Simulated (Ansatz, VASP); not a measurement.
**Two plane-wave programs on Ge**

INCAR

```
SYSTEM = Ge
PREC = Accurate
ENCUT = 600
EDIFF = 1E-6
ISMEAR = 0
SIGMA = 0.1
LREAL = .FALSE.
LASPH = .TRUE.
NELM = 80
ALGO = Normal
ISIF = 3
LWAVE = .FALSE.
LCHARG = .FALSE.
GGA = PE
IBRION = 2
NSW = 100
EDIFFG = -0.01
```

File KPOINTS:

```
regular mesh
0
G
  22 22 22
  0 0 0
```

POSCAR

```
Ge
1.0
   -1.6886062640      1.6886062640      1.6886062640
    1.6886062640     -1.6886062640      1.6886062640
    1.6886062640      1.6886062640     -1.6886062640
Ge
1
Direct
    0.0000000000      0.0000000000      0.0000000000
```

Input for Ansatz:

```yaml
crystal:
  lattice:
    - [-1.688606264, 1.688606264, 1.688606264]
    - [1.688606264, -1.688606264, 1.688606264]
    - [1.688606264, 1.688606264, -1.688606264]
  atoms:
    - { symbol: Ge, position: [0.0, 0.0, 0.0] }
basis:
  ecutwfc: 420
kpoints:
  mp_grid: { grid: [22, 22, 22] }
hamiltonian:
  xc: pbe
scf:
  occupations: { method: gaussian, width: 0.1 }
output:
  forces: true
  stress: true
  eigenvalues: true
relax:
  adjacent_minimum: "off"
  f_tol: 0.01
  max_steps: 80
  cell: { stress_tol: 0.05 }
```

Alike in both runs: task relaxation of cell and atoms; functional PBE; k mesh 22 × 22 × 22; occupations gaussian, width 0.1 eV; no spin polarisation.

|  | VASP | Ansatz |
| --- | --- | --- |
| version | VASP 6.6.1 | Ansatz 0.2.0 |
| potentials or method | VASP PAW PBE potentials, release 64 (Ge_d), cutoff 600 eV | scalar-relativistic, plane waves, PAW |
| valence electrons in the cell | 14 | 14 |

```csv
,VASP,Ansatz,Ansatz less VASP
"gap on the k mesh at the Fermi level, each at its own relaxed structure (eV)",none,none,-
relaxed volume (Å³/atom),19.23,19.20,-0.024
relaxed cell length with the largest relative difference (Å),2.923,2.922,-0.0012
```

A gap of «none» marks a metal or a gap that the smearing closes.
